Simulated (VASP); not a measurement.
Hf: single point with PBE

Hf:

```
Hf
1.0
    -1.77394    1.77394    1.77394
     1.77394   -1.77394    1.77394
     1.77394    1.77394   -1.77394
Hf
1
Direct
  0.00000 0.00000 0.00000
```

```json
{
  "Program": "VASP 6.6.1",
  "Task": "single point",
  "Functional": "PBE",
  "Potentials or basis": "VASP PAW PBE potentials, release 64 (Hf_pv)",
  "Cutoff": "520 eV",
  "k mesh": "14 × 14 × 14",
  "Occupations": "fermi-dirac, width 0.1 eV",
  "Spin": "no spin polarisation"
}
```

```
Pressure               : -0.2 GPa
Band gap on the k mesh : zero (band 5 reaches 6.12 eV, above the bottom of band 6 at 3.83 eV)
```

Levels at points of the mesh, in eV from the Fermi level:
| k point | band 2 | band 3 | band 4 | band 5 | band 6 | band 7 | band 8 | band 9 |
| --- | --- | --- | --- | --- | --- | --- | --- | --- |
| (0.00, 0.00, 0.00) | -29.82 | -29.82 | -7.03 | 1.54 | 1.54 | 1.54 | 4.33 | 4.33 |
| (0.50, 0.00, 0.00) | -30.08 | -29.82 | -3.37 | -0.48 | 1.08 | 4.16 | 5.16 | 7.63 |
| (0.50, 0.50, 0.50) | -30.39 | -30.39 | -2.57 | -2.57 | 6.80 | 6.80 | 6.80 | 7.25 |

It took 11 s on 1 thread of AMD EPYC 9R45 96-Core Processor (Zen 5) (shared host), peak memory 0.12 GiB.

Caveat: spin-orbit coupling is left out, which moves the levels of the heavy elements.
